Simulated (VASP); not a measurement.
# Sr (Fm-3m) in VASP: notebook

The runs below take Sr through relaxation of cell and atoms, single point, with PBEsol, r2SCAN.

Everything below comes from runs of VASP 6.6.1. Logs are shortened: lines on timing, memory, paths and dates and some standing lists are left out, and cuts for length are marked.

**1. The cell of the first run**

Symmetry: Fm-3m, No. 225, cubic system. The conventional cell has a = 5.934 Å, b = 5.934 Å, c = 5.934 Å, α = 90.00°, β = 90.00°, γ = 90.00°. Within 5.5 Å of Sr (site symmetry m-3m) lie 12 Sr at 4.20 Å.

**2. Relaxation of cell and atoms, PBEsol**

File INCAR:

```
SYSTEM = Sr
ALGO     = Normal         ! electronic algorithm
EDIFF    = 1E-6           ! SCF threshold, eV
EDIFFG   = -0.005         ! ionic threshold
ENCUT    = 600            ! plane-wave cutoff, eV
GGA      = PS             ! functional
IBRION   = 2              ! ionic algorithm
ISIF     = 3              ! what is computed and relaxed
ISMEAR   = -1             ! smearing method
LASPH    = .True.         ! aspherical terms in the spheres
LCHARG   = .False.        ! write CHGCAR
LREAL    = .False.        ! projectors in reciprocal space
LWAVE    = .False.        ! write WAVECAR
NELM     = 60             ! most SCF steps
NSW      = 60             ! ionic steps
PREC     = Accurate       ! precision mode
SIGMA    = 0.05           ! smearing width, eV
```

File KPOINTS:

```
k-points
0
Gamma
  11 11 11
  0 0 0
```

File POSCAR:

```
Sr
1.0
    0.0000000000      2.9668574272      2.9668574272
    2.9668574272      0.0000000000      2.9668574272
    2.9668574272      2.9668574272      0.0000000000
Sr
1
Direct
    0.0000000000      0.0000000000      0.0000000000
```

Potentials or basis: VASP PAW PBE potentials, release 64 (Sr_sv).

Command:

```console
> cat potpaw_PBE.64/Sr_sv/POTCAR > POTCAR
> mpirun -np 1 vasp_std > vasp.out
```

OUTCAR:

```text
SYSTEM = Sr
   EDIFF = 1E-6
   EDIFFG = -0.005
   ENCUT = 600
   GGA = PS
   IBRION = 2
   ISIF = 3
   ISMEAR = -1
   LASPH = .True.
   LREAL = .False.
   NELM = 60
   NSW = 60
   PREC = Accurate

 ion  position               nearest neighbor table
   1  0.000  0.000  0.000-

  LATTYP: Found a face centered cubic cell.
 ALAT       =     5.9337148544

  Lattice vectors:

 A1 = (   0.0000000000,   2.9668574272,   2.9668574272)
 A2 = (   2.9668574272,   0.0000000000,   2.9668574272)
 A3 = (   2.9668574272,   2.9668574272,   0.0000000000)

Analysis of symmetry for initial positions (statically):
=====================================================================
 Subroutine PRICEL returns:
 Original cell was already a primitive cell.

 Routine SETGRP: Setting up the symmetry group for a
 face centered cubic supercell.

 Subroutine GETGRP returns: Found 48 space group operations
 (whereof 48 operations were pure point group operations)
 out of a pool of 48 trial point group operations.

The static configuration has the point symmetry O_h .

Analysis of symmetry for dynamics (positions and initial velocities):
=====================================================================
 Subroutine PRICEL returns:
 Original cell was already a primitive cell.

 Routine SETGRP: Setting up the symmetry group for a
 face centered cubic supercell.

 Subroutine GETGRP returns: Found 48 space group operations
 (whereof 48 operations were pure point group operations)
 out of a pool of 48 trial point group operations.

The dynamic configuration has the point symmetry O_h .

 Subroutine INISYM returns: Found 48 space group operations
 (whereof 48 operations are pure point group operations),
 and found     1 'primitive' translations

----------------------------------------------------------------------------------------

                                     Primitive cell

  volume of cell :      52.2300

  direct lattice vectors                    reciprocal lattice vectors
     0.000000000  2.966857427  2.966857427    -0.168528489  0.168528489  0.168528489
     2.966857427  0.000000000  2.966857427     0.168528489 -0.168528489  0.168528489
     2.966857427  2.966857427  0.000000000     0.168528489  0.168528489 -0.168528489

  length of vectors
     4.195770011  4.195770011  4.195770011     0.291899906  0.291899906  0.291899906

  position of ions in fractional coordinates (direct lattice)
     0.000000000  0.000000000  0.000000000

  ion indices of the primitive-cell ions
   primitive index   ion index
                 1           1

----------------------------------------------------------------------------------------

 KPOINTS: k-points

Automatic generation of k-mesh.
 Grid dimensions read from file:
 generate k-points for:   11   11   11

 Generating k-lattice:

  Cartesian coordinates                     Fractional coordinates (reciprocal lattice)
    -0.015320772  0.015320772  0.015320772     0.090909091  0.000000000  0.000000000
     0.015320772 -0.015320772  0.015320772     0.000000000  0.090909091  0.000000000
     0.015320772  0.015320772 -0.015320772     0.000000000  0.000000000  0.090909091

  Length of vectors
     0.026536355  0.026536355  0.026536355

  Shift w.r.t. Gamma in fractional coordinates (k-lattice)
     0.000000000  0.000000000  0.000000000

 Subroutine IBZKPT returns following result:
 ===========================================

 Found     56 irreducible k-points:

 Following reciprocal coordinates:
            Coordinates               Weight
  0.000000  0.000000  0.000000      1.000000
  0.090909  0.000000  0.000000      8.000000
  0.181818  0.000000  0.000000      8.000000
  0.272727  0.000000  0.000000      8.000000
  0.363636  0.000000  0.000000      8.000000
  0.454545  0.000000  0.000000      8.000000
[... 16 lines left out ...]
 -0.272727  0.181818  0.000000     24.000000
 -0.181818  0.181818  0.000000     12.000000
 [... further k-points ...]
   k-points           NKPTS =     56   k-points in BZ     NKDIM =     56   number of bands    NBANDS=      9
   number of dos      NEDOS =    301   number of ions     NIONS =      1
   total plane-waves  NPLWV =  46656
   dimension x,y,z NGX =    36 NGY =   36 NGZ =   36
   dimension x,y,z NGXF=    72 NGYF=   72 NGZF=   72
   ions per type =               1
   NGX,Y,Z   is equivalent  to a cutoff of  14.26, 14.26, 14.26 a.u.
   NGXF,Y,Z  is equivalent  to a cutoff of  28.53, 28.53, 28.53 a.u.
 SYSTEM =  Sr
   PREC   = accura    normal or accurate (medium, high low for compatibility)
   ISTART =      0    job   : 0-new  1-cont  2-samecut
   ICHARG =      2    charge: 1-file 2-atom 10-const
   ISPIN  =      1    spin polarized calculation?
   LNONCOLLINEAR =      F non collinear calculations
   LSORBIT =      F    spin-orbit coupling
   LASPH  =      T    aspherical Exc in radial PAW
   ENCUT  =  600.0 eV  44.10 Ry    6.64 a.u.   8.38  8.38  8.38*2*pi/ulx,y,z
   NELM   =     60;   NELMIN=  2; NELMDL= -5     # of ELM steps
   EDIFF  = 0.1E-05   stopping-criterion for ELM
   LREAL  =      F    real-space projection
   EDIFFG = -.5E-02   stopping-criterion for IOM
   NSW    =     60    number of steps for IOM
   IBRION =      2    ionic relax: 0-MD 1-quasi-New 2-CG
   NFREE  =      1    steps in history (QN), initial steepest desc. (CG)
   ISIF   =      3    stress and relaxation
   ISYM   =      2    0-nonsym 1-usesym 2-fastsym
   POTIM  = 0.5000    time-step for ionic-motion
   TEBEG  =    0.0;   TEEND  =   0.0 temperature during run
   PSTRESS=    0.0 pullay stress
   NELECT =      10.0000    total number of electrons
   NUPDOWN=      -1.0000    fix difference up-down
   EMIN   =  10.00;   EMAX   =-10.00  energy-range for DOS
   EFERMI =   0.00;   METHOD = LEGACY
   ISMEAR =    -1;   SIGMA  =   0.05  broadening in eV -4-tet -1-fermi 0-gaus
   EFERMI_NEDOS =   21; number of points for ismear=-14 and -15
   IALGO  =     38    algorithm
   IMIX   =      4    mixing-type and parameters
     AMIX     =   0.40;   BMIX     =  1.00
     AMIX_MAG =   1.60;   BMIX_MAG =  1.00
  volume/ion in A,a.u.               =      52.23       352.47
  Fermi-wavevector in a.u.,A,eV,Ry     =   0.943557  1.783064 12.113265  0.890300
  Thomas-Fermi vector in A             =   2.071276
   LORBIT       =      0    0 simple, 1 ext, 2 COOP (PROOUT), +10 PAW based schemes
   GGA     = PS    functional components
   LHFCALC =     F    Hartree Fock is set to
   AEXX    =    0.0000 exact exchange contribution
   IVDW    =     0    specifies the selected vdW correction
   LEPSILON=     F    determine dielectric tensor
   LRPA    =     F    only Hartree local field effects (RPA)
 conjugate gradient relaxation of ions
 non-spin polarized calculation
  energy-cutoff  :      600.00
  volume of cell :       52.23
 maximum number of plane-waves:      1807
 NGX is ok and might be reduce to    36
   NGX = 17   NGY = 17   NGZ = 17

--------------------------------------- Ionic step        1  -------------------------------------------

 number of electron      10.0000000 magnetization

 Free energy of the ion-electron system (eV)
  ---------------------------------------------------
  ext. energy  EPLUGINS =         0.00000000
  ---------------------------------------------------
  free energy    TOTEN  =        -1.84578356 eV

  energy without entropy =       -1.83676353  energy(sigma->0) =       -1.84127355

------------------------ aborting loop because EDIFF is reached ----------------------------------------

  FORCE on cell =-STRESS in cart. coord.  units (eV):
  Direction    XX          YY          ZZ          XY          YZ          ZX
  --------------------------------------------------------------------------------------
  -------------------------------------------------------------------------------------
  Total       -0.0207668     -0.0207668     -0.0207668      0.0000000      0.0000000     -0.0000000
  in kB       -0.6370308     -0.6370308     -0.6370308      0.0000000      0.0000000     -0.0000000
  external PRESSURE =      -0.6370308 kB  Pullay stress =       0.0000000 kB

 VOLUME and BASIS-vectors are now :
 -----------------------------------------------------------------------------
  energy-cutoff  :      600.00
  volume of cell :       52.23
      direct lattice vectors                 reciprocal lattice vectors
     0.000000000  2.966857427  2.966857427    -0.168528489  0.168528489  0.168528489
     2.966857427  0.000000000  2.966857427     0.168528489 -0.168528489  0.168528489
     2.966857427  2.966857427  0.000000000     0.168528489  0.168528489 -0.168528489
[... 36 lines left out ...]
 POSITION                                       TOTAL-FORCE (eV/Angst)
 -----------------------------------------------------------------------------------
      0.00000      0.00000      0.00000         0.000000      0.000000      0.000000
 -----------------------------------------------------------------------------------
    total drift:                               -0.000000      0.000000      0.000000

  FREE ENERGIE OF THE ION-ELECTRON SYSTEM (eV)
  ---------------------------------------------------
  free  energy   TOTEN  =        -1.8458262271 eV

  energy  without entropy=       -1.8368981081  energy(sigma->0) =       -1.84136217

--------------------------------------- Ionic step        3  -------------------------------------------

 number of electron      10.0000000 magnetization

 Free energy of the ion-electron system (eV)
  ---------------------------------------------------
  ext. energy  EPLUGINS =         0.00000000
  ---------------------------------------------------
  free energy    TOTEN  =        -1.84583435 eV

  energy without entropy =       -1.83695396  energy(sigma->0) =       -1.84139415

 E-fermi :   1.7047     XC(G=0):  -7.6075

 val. band max:        1.6432705497   @ k =  -0.3636   0.3636   0.0000
 cond. band min:       1.7121921378   @ k =  -0.2727   0.4545   0.1818
 fundamental gap:      0.0689215881
 Fermi energy:         1.7046600810

 k-point     1 :       0.0000    0.0000    0.0000
  band No.  band energies     occupation
      1     -34.7422      2.00000
      2     -16.6324      2.00000
      3     -16.6324      2.00000
      4     -16.6324      2.00000
      5      -2.0566      2.00000
      6       4.0787      0.00000
      7       4.0787      0.00000
      8       4.0787      0.00000
      9       5.6455      0.00000

 k-point     2 :       0.0909    0.0000    0.0000
  band No.  band energies     occupation
      1     -34.7407      2.00000
      2     -16.6523      2.00000
      3     -16.6350      2.00000
      4     -16.6350      2.00000
      5      -1.9158      2.00000
      6       3.8631      0.00000
      7       4.1450      0.00000
      8       4.1450      0.00000
      9       5.5563      0.00000
[... 253 lines left out ...]
 k-point    24 :      -0.1818    0.1818    0.0000
  band No.  band energies     occupation
      1     -34.7299      2.00000
      2     -16.7667      2.00000
      3     -16.6886      2.00000
      4     -16.6490      2.00000
      5      -0.6807      2.00000
      6       2.8582      0.00000
      7       3.7005      0.00000
      8       4.7115      0.00000
      9       4.8257      0.00000

 [... further k-points ...]
[... 5 lines left out ...]
  --------------------------------------------------------------------------------------
  -------------------------------------------------------------------------------------
  Total       -0.0015110     -0.0015110     -0.0015110     -0.0000000      0.0000000      0.0000000
  in kB       -0.0465598     -0.0465598     -0.0465598     -0.0000000      0.0000000      0.0000000
  external PRESSURE =      -0.0465598 kB  Pullay stress =       0.0000000 kB

 VOLUME and BASIS-vectors are now :
 -----------------------------------------------------------------------------
  energy-cutoff  :      600.00
  volume of cell :       51.99
      direct lattice vectors                 reciprocal lattice vectors
     0.000000000  2.962373619  2.962373619    -0.168783572  0.168783572  0.168783572
     2.962373619  0.000000000  2.962373619     0.168783572 -0.168783572  0.168783572
     2.962373619  2.962373619 -0.000000000     0.168783572  0.168783572 -0.168783572

 POSITION                                       TOTAL-FORCE (eV/Angst)
 -----------------------------------------------------------------------------------
      0.00000      0.00000      0.00000         0.000000      0.000000     -0.000000
 -----------------------------------------------------------------------------------
    total drift:                               -0.000000      0.000000      0.000000

  FREE ENERGIE OF THE ION-ELECTRON SYSTEM (eV)
  ---------------------------------------------------
  free  energy   TOTEN  =        -1.8458343469 eV

  energy  without entropy=       -1.8369539604  energy(sigma->0) =       -1.84139415

 reached required accuracy - stopping structural energy minimisation
```

Run time: 62 s. Hardware: 1 thread of Intel Xeon Platinum 8259CL at 2.50GHz (Skylake/Cascade Lake), shared host; peak memory 0.21 GiB.

Results:

```yaml
Free_energy: -1.8458 eV
Relaxed_volume: 51.99 Å³/atom
Relaxed_cell: a = 4.189 Å, b = 4.189 Å, c = 4.189 Å, α = 60.00°, β = 60.00°, γ = 60.00°
Space_group_after_relaxing_to_0.05_Å: Fm-3m (No. 225)
Energy_gained_by_relaxing: 0.1 meV/atom
Ionic_steps: 3
Pressure_after_relaxing: 0.0 GPa
```

Final structure:
```cif
data_structure
_symmetry_space_group_name_H-M 'P 1'
_symmetry_Int_Tables_number 1
_cell_length_a 4.1894
_cell_length_b 4.1894
_cell_length_c 4.1894
_cell_angle_alpha 60.000
_cell_angle_beta 60.000
_cell_angle_gamma 60.000
_cell_volume 51.99
loop_
_atom_site_label
_atom_site_type_symbol
_atom_site_fract_x
_atom_site_fract_y
_atom_site_fract_z
_atom_site_occupancy
Sr1 Sr 0.00000 0.00000 0.00000 1
```

Caveat: the PAW data sets were made with another functional, which shifts forces and pressure a little.

[end of part 1 of 2]
